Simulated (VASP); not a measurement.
Set up this calculation in VASP 6.6.1, as the native input.

```
Task                   : single point
Functional             : PBE
Potentials or basis    : VASP PAW PBE potentials, release 64 (Os)
Cutoff                 : 520 eV
k mesh                 : 13 × 13 × 7
Occupations            : gaussian, width 0.6 eV
Spin                   : no spin polarisation
Dipole correction      : no
Further INCAR settings : ALGO = Normal; EDIFF = 1e-06; NBANDS = 15
```

The structure of Os lies in POSCAR:

```
Os
1.0
    2.7559294133      0.0000000000      0.0000000000
   -1.3779647066      2.3867048830      0.0000000000
    0.0000000000      0.0000000000      4.3426533301
Os
2
Direct
    0.3333333333      0.6666666667      0.2500000000
    0.6666666667      0.3333333333      0.7500000000
```

The input as run:

INCAR

```
SYSTEM = Os
  PREC = Accurate
  ENCUT = 520
  EDIFF = 1E-6
  ISMEAR = 0
  SIGMA = 0.6
  LREAL = .FALSE.
  LASPH = .TRUE.
  NELM = 100
  ALGO = Normal
  ISIF = 2
  LWAVE = .FALSE.
  LCHARG = .FALSE.
  GGA = PE
  NBANDS = 15
```

KPOINTS

```
regular mesh
0
G
  13 13 7
  0 0 0
```

Potentials or basis: VASP PAW PBE potentials, release 64 (Os).

The run is started by

```sh
$ cat potpaw_PBE.64/Os/POTCAR > POTCAR
$ mpirun -np 1 vasp_std > vasp.out
```

Results of the run:

```
Pressure               : 0.7 GPa
Band gap on the k mesh : zero (bands 8 and 9 overlap by 3.70 eV)
```

Caveat: so wide a smearing shifts energies and pressures; spin-orbit coupling is left out, which moves the levels of the heavy elements.

It took 31 s on 1 thread of Intel Xeon 8259CL, on a shared host, peak memory 0.15 GiB.
